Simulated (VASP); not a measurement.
# SnS2 (P-3m1) in VASP: single point with HSE06

Aim: the single point of SnS2 with HSE06.

Everything below comes from runs of VASP 6.6.1. Logs are shortened: lines on timing, memory, paths and dates and some standing lists are left out, and cuts for length are marked.

## (1) The cell of the first run

It takes space group P-3m1 (No. 164, trigonal). Conventional cell: a = 3.661 Å, b = 3.661 Å, c = 6.021 Å, α = 90.00°, β = 90.00°, γ = 120.00°. Sn (site symmetry -3m) has 6 S at 2.57 Å within 3.4 Å. Within 3.4 Å of S (site symmetry 3m) lie 3 Sn at 2.57 Å.

## (2) Single point, HSE06 (uniaxial z strain +1.0%)

The input, POSCAR:

```
SnS2
1.0
    3.6607548065      0.0000000000      0.0000000000
   -1.8303774033      3.1703066595      0.0000000000
    0.0000000000      0.0000000000      6.0213986655
Sn S
1 2
Direct
    0.0000000000      0.0000000000      0.0000000000
    0.3333333333      0.6666666667      0.2433893399
    0.6666666667      0.3333333333      0.7566106601
```

The input, INCAR.step1:

```
PREC = Accurate
ENCUT = 400
EDIFF = 1E-5
ISMEAR = 0
SIGMA = 0.01
LREAL = F
LASPH = T
NELM = 120
ALGO = Normal
ISIF = 2
LWAVE = T
LCHARG = F
NBANDS = 20
GGA = PE
GGA_COMPAT = F
KPAR = 4
```

The input, INCAR.step2:

```
PREC = Accurate
ENCUT = 400
EDIFF = 1E-6
ISMEAR = 0
SIGMA = 0.01
LREAL = F
LASPH = T
NELM = 120
ALGO = Normal
ISIF = 2
LWAVE = F
LCHARG = F
GGA = PE
LHFCALC = T
HFSCREEN = 0.2079
PRECFOCK = Normal
NBANDS = 20
ISTART = 1
GGA_COMPAT = F
KPAR = 4
```

The input, KPOINTS:

```
Automatic mesh
0
Gamma
  6 6 4
```

Potentials or basis: VASP PAW PBE potentials, release 64 (Sn_d, S).

Run with:

```console
> cat potpaw_PBE.64/Sn_d/POTCAR potpaw_PBE.64/S/POTCAR > POTCAR
> cp INCAR.step1 INCAR
> mpirun -np 4 vasp_std > vasp.out
> cp INCAR.step2 INCAR
> mpirun -np 4 vasp_std > vasp.out
```

OUTCAR:

```text
PREC = Accurate
   ENCUT = 400
   EDIFF = 1E-6
   ISMEAR = 0
   LREAL = F
   LASPH = T
   NELM = 120
   ISIF = 2
   GGA = PE
   LHFCALC = T
   HFSCREEN = 0.2079
   PRECFOCK = Normal
   ISTART = 1

 ion  position               nearest neighbor table
   1  0.000  0.000  0.000-   2 2.57   3 2.57   3 2.57   2 2.57   3 2.57   2 2.57
   2  0.333  0.667  0.243-   1 2.57   1 2.57   1 2.57
   3  0.667  0.333  0.757-   1 2.57   1 2.57   1 2.57

  LATTYP: Found a hexagonal cell.
 ALAT       =     3.6607548065
 C/A-ratio  =     1.6448516723

  Lattice vectors:

 A1 = (   3.6607548065,   0.0000000000,   0.0000000000)
 A2 = (  -1.8303774033,   3.1703066595,   0.0000000000)
 A3 = (   0.0000000000,   0.0000000000,   6.0213986655)

Analysis of symmetry for initial positions (statically):
=====================================================================
 Subroutine PRICEL returns:
 Original cell was already a primitive cell.

 Routine SETGRP: Setting up the symmetry group for a
 hexagonal supercell.

 Subroutine GETGRP returns: Found 12 space group operations
 (whereof 12 operations were pure point group operations)
 out of a pool of 24 trial point group operations.

The static configuration has the point symmetry D_3d.

Analysis of symmetry for dynamics (positions and initial velocities):
=====================================================================
 Subroutine PRICEL returns:
 Original cell was already a primitive cell.

 Routine SETGRP: Setting up the symmetry group for a
 hexagonal supercell.

 Subroutine GETGRP returns: Found 12 space group operations
 (whereof 12 operations were pure point group operations)
 out of a pool of 24 trial point group operations.

The dynamic configuration has the point symmetry D_3d.

 Subroutine INISYM returns: Found 12 space group operations
 (whereof 12 operations are pure point group operations),
 and found     1 'primitive' translations

----------------------------------------------------------------------------------------

                                     Primitive cell

  volume of cell :      69.8826

  direct lattice vectors                    reciprocal lattice vectors
     3.660754806  0.000000000  0.000000000     0.273167708  0.157713450  0.000000000
    -1.830377403  3.170306660  0.000000000     0.000000000  0.315426899  0.000000000
     0.000000000  0.000000000  6.021398665     0.000000000  0.000000000  0.166074372

  length of vectors
     3.660754806  3.660754807  6.021398665     0.315426899  0.315426899  0.166074372

  position of ions in fractional coordinates (direct lattice)
     0.000000000  0.000000000  0.000000000
     0.333333333  0.666666667  0.243389340
     0.666666667  0.333333333  0.756610660

  ion indices of the primitive-cell ions
   primitive index   ion index
                 1           1
                 2           2
                 3           3

----------------------------------------------------------------------------------------

 KPOINTS: Automatic mesh

Automatic generation of k-mesh.
 Grid dimensions read from file:
 generate k-points for:    6    6    4

 Generating k-lattice:

  Cartesian coordinates                     Fractional coordinates (reciprocal lattice)
     0.045527951  0.026285575  0.000000000     0.166666667  0.000000000  0.000000000
     0.000000000  0.052571150  0.000000000     0.000000000  0.166666667  0.000000000
     0.000000000  0.000000000  0.041518593     0.000000000  0.000000000  0.250000000

  Length of vectors
     0.052571150  0.052571150  0.041518593

  Shift w.r.t. Gamma in fractional coordinates (k-lattice)
     0.000000000  0.000000000  0.000000000

 Subroutine IBZKPT returns following result:
 ===========================================

 Found     24 irreducible k-points:

 Following reciprocal coordinates:
            Coordinates               Weight
  0.000000  0.000000  0.000000      1.000000
  0.166667  0.000000  0.000000      6.000000
  0.333333 -0.000000  0.000000      6.000000
  0.500000  0.000000  0.000000      3.000000
  0.166667  0.166667  0.000000      6.000000
  0.333333  0.166667  0.000000     12.000000
[... 16 lines left out ...]
  0.333333  0.166667  0.500000     12.000000
  0.333333  0.333333  0.500000      2.000000
   k-points           NKPTS =     24   k-points in BZ     NKDIM =    144   number of bands    NBANDS=     20
   number of dos      NEDOS =    301   number of ions     NIONS =      3
   total plane-waves  NPLWV =  23040
   dimension x,y,z NGX =    24 NGY =   24 NGZ =   40
   dimension x,y,z NGXF=    48 NGYF=   48 NGZF=   80
   ions per type =               1   2
   NGX,Y,Z   is equivalent  to a cutoff of  10.90, 10.90, 11.04 a.u.
   NGXF,Y,Z  is equivalent  to a cutoff of  21.80, 21.80, 22.09 a.u.
 SYSTEM =  unknown system
   PREC   = accura    normal or accurate (medium, high low for compatibility)
   ISTART =      1    job   : 0-new  1-cont  2-samecut
   ICHARG =      0    charge: 1-file 2-atom 10-const
   ISPIN  =      1    spin polarized calculation?
   LNONCOLLINEAR =      F non collinear calculations
   LSORBIT =      F    spin-orbit coupling
   LASPH  =      T    aspherical Exc in radial PAW
   ENCUT  =  400.0 eV  29.40 Ry    5.42 a.u.   5.97  5.97  9.82*2*pi/ulx,y,z
   NELM   =    120;   NELMIN=  2; NELMDL=  0     # of ELM steps
   EDIFF  = 0.1E-05   stopping-criterion for ELM
   LREAL  =      F    real-space projection
   EDIFFG = 0.1E-04   stopping-criterion for IOM
   NSW    =      0    number of steps for IOM
   IBRION =     -1    ionic relax: 0-MD 1-quasi-New 2-CG
   NFREE  =      0    steps in history (QN), initial steepest desc. (CG)
   ISIF   =      2    stress and relaxation
   ISYM   =      3    0-nonsym 1-usesym 2-fastsym
   POTIM  = 0.5000    time-step for ionic-motion
   TEBEG  =    0.0;   TEEND  =   0.0 temperature during run
   PSTRESS=    0.0 pullay stress
   NELECT =      26.0000    total number of electrons
   NUPDOWN=      -1.0000    fix difference up-down
   EMIN   =  10.00;   EMAX   =-10.00  energy-range for DOS
   EFERMI =   0.00;   METHOD = LEGACY
   ISMEAR =     0;   SIGMA  =   0.01  broadening in eV -4-tet -1-fermi 0-gaus
   EFERMI_NEDOS =   21; number of points for ismear=-14 and -15
   IALGO  =     38    algorithm
   IMIX   =      1    mixing-type and parameters
     AMIX     =   0.40;   BMIX     =  1.00
     AMIX_MAG =   1.60;   BMIX_MAG =  1.00
  volume/ion in A,a.u.               =      23.29       157.20
  Fermi-wavevector in a.u.,A,eV,Ry     =   1.177451  2.225060 18.862993  1.386391
  Thomas-Fermi vector in A             =   2.313797
   LORBIT       =      0    0 simple, 1 ext, 2 COOP (PROOUT), +10 PAW based schemes
   GGA     = PE    functional components
   LHFCALC =     T    Hartree Fock is set to
   PRECFOCK=normal    Normal, Fast or Accurate (Low or Medium for compatibility)
   ENCUT4O =  -1.0   cutoff for four orbital integrals eV
   NKREDX  =     1    reduce k-point grid by
   NKREDY  =     1    reduce k-point grid by
   NKREDZ  =     1    reduce k-point grid by
   AEXX    =    0.2500 exact exchange contribution
   HFSCREEN=    0.2079 screening length (either q_TF or 0.3 A-1)
   HFSCREENC=   0.2079 screening length for correlation (either q_TF or 0.3 A-1)
   ENCUTFOCK=  -1.0 apply spherical cutoff to Coloumb kernel
   IVDW    =     0    specifies the selected vdW correction
   LEPSILON=     F    determine dielectric tensor
   LRPA    =     F    only Hartree local field effects (RPA)
 non-spin polarized calculation
 Gauss-broadening in eV      SIGMA  =   0.01
  energy-cutoff  :      400.00
  volume of cell :       69.88
 maximum number of plane-waves:      1290
  NGX = 18; NGY = 18; NGZ = 30

 number of electron      26.0000002 magnetization

 Free energy of the ion-electron system (eV)
  ---------------------------------------------------
  ext. energy  EPLUGINS =         0.00000000
  ---------------------------------------------------
  free energy    TOTEN  =       -16.19600139 eV

  energy without entropy =      -16.19600139  energy(sigma->0) =      -16.19600139

 E-fermi :   3.7278     XC(G=0):  -7.8484

 val. band max:        3.6316587835   @ k =   0.1667   0.0000   0.2500
 cond. band min:       6.0468505901   @ k =   0.5000   0.0000   0.2500
 fundamental gap:      2.4151918066
 Fermi energy:         3.7277718982

 k-point     1 :       0.0000    0.0000    0.0000
  band No.  band energies     occupation
      1     -19.1394      2.00000
      2     -19.1394      2.00000
      3     -19.0780      2.00000
      4     -19.0524      2.00000
      5     -19.0524      2.00000
      6     -11.3466      2.00000
[... 12 lines left out ...]
     19      14.3990      0.00000
     20      14.3990      0.00000

 k-point     2 :       0.1667    0.0000    0.0000
  band No.  band energies     occupation
      1     -19.1597      2.00000
      2     -19.1276      2.00000
      3     -19.0685      2.00000
      4     -19.0578      2.00000
      5     -19.0480      2.00000
      6     -11.0160      2.00000
[... 12 lines left out ...]
     19      13.9317      0.00000
     20      14.7521      0.00000

 k-point     3 :       0.3333   -0.0000    0.0000
  band No.  band energies     occupation
      1     -19.2042      2.00000
      2     -19.1142      2.00000
      3     -19.0797      2.00000
      4     -19.0346      2.00000
      5     -19.0286      2.00000
      6     -10.1194      2.00000
[... 12 lines left out ...]
     19      14.2628      0.00000
     20      15.1072      0.00000

 k-point     4 :       0.5000    0.0000    0.0000
  band No.  band energies     occupation
      1     -19.2270      2.00000
      2     -19.1120      2.00000
      3     -19.0869      2.00000
      4     -19.0207      2.00000
      5     -19.0142      2.00000
      6      -9.3175      2.00000
[... 429 lines left out ...]
 k-point    23 :       0.3333    0.1667    0.5000
  band No.  band energies     occupation
      1     -19.2053      2.00000
      2     -19.1301      2.00000
      3     -19.0733      2.00000
      4     -19.0350      2.00000
      5     -19.0183      2.00000
      6      -9.3182      2.00000
[... 12 lines left out ...]
     19      14.1678      0.00000
     20      15.1122      0.00000

 k-point    24 :       0.3333    0.3333    0.5000
  band No.  band energies     occupation
      1     -19.1709      2.00000
      2     -19.1709      2.00000
      3     -19.0472      2.00000
      4     -19.0472      2.00000
      5     -19.0269      2.00000
      6      -8.7100      2.00000
[... 12 lines left out ...]
     19      14.4090      0.00000
     20      14.5090      0.00000

------------------------ aborting loop because EDIFF is reached ----------------------------------------

  FORCE on cell =-STRESS in cart. coord.  units (eV):
  Direction    XX          YY          ZZ          XY          YZ          ZX
  --------------------------------------------------------------------------------------
  -------------------------------------------------------------------------------------
  Total       -0.1706655     -0.1706655     -0.2118597      0.0000000      0.0000000      0.0000000
  in kB       -3.9127947     -3.9127947     -4.8572411      0.0000000      0.0000000      0.0000000
  external PRESSURE =      -4.2276101 kB  Pullay stress =       0.0000000 kB

 VOLUME and BASIS-vectors are now :
 -----------------------------------------------------------------------------
  energy-cutoff  :      400.00
  volume of cell :       69.88
      direct lattice vectors                 reciprocal lattice vectors
     3.660754806  0.000000000  0.000000000     0.273167708  0.157713450  0.000000000
    -1.830377403  3.170306660  0.000000000     0.000000000  0.315426899  0.000000000
     0.000000000  0.000000000  6.021398665     0.000000000  0.000000000  0.166074372

 POSITION                                       TOTAL-FORCE (eV/Angst)
 -----------------------------------------------------------------------------------
      0.00000      0.00000      0.00000        -0.000000      0.000000      0.000000
     -0.00000      2.11354      1.46554         0.000000      0.000000     -0.273959
      1.83038      1.05677      4.55585        -0.000000     -0.000000      0.273959
 -----------------------------------------------------------------------------------
    total drift:                                0.000002      0.000001      0.000004

  FREE ENERGIE OF THE ION-ELECTRON SYSTEM (eV)
  ---------------------------------------------------
  free  energy   TOTEN  =       -16.1960013856 eV

  energy  without entropy=      -16.1960013856  energy(sigma->0) =      -16.19600139
```

It took 7.7 min on 4 MPI ranks of Intel Xeon 6975P-C (Granite Rapids), shared host; peak memory 0.26 GiB.

Results:

| Item | Value |
| --- | --- |
| Free energy | -16.1960 eV |
| Pressure | -0.4 GPa |
| Largest force | 0.274 eV/Å |
| Band gap on the k mesh | 2.42 eV (least direct gap 2.75 eV) |

Forces in eV/Å, atoms in the order of the input:
```
Sn   0.000  0.000  0.000
S    0.000  0.000 -0.274
S    0.000  0.000  0.274
```

Caveat: the cell differs from its parent crystal (uniaxial z strain +1.0%); the PAW data sets were made with another functional, which shifts forces and pressure a little; spin-orbit coupling is left out, which moves the levels of the heavy elements; this functional lacks dispersion, which binds the layers, so the pressure and a relaxed spacing across them are unreliable. A k mesh can miss the band edges.
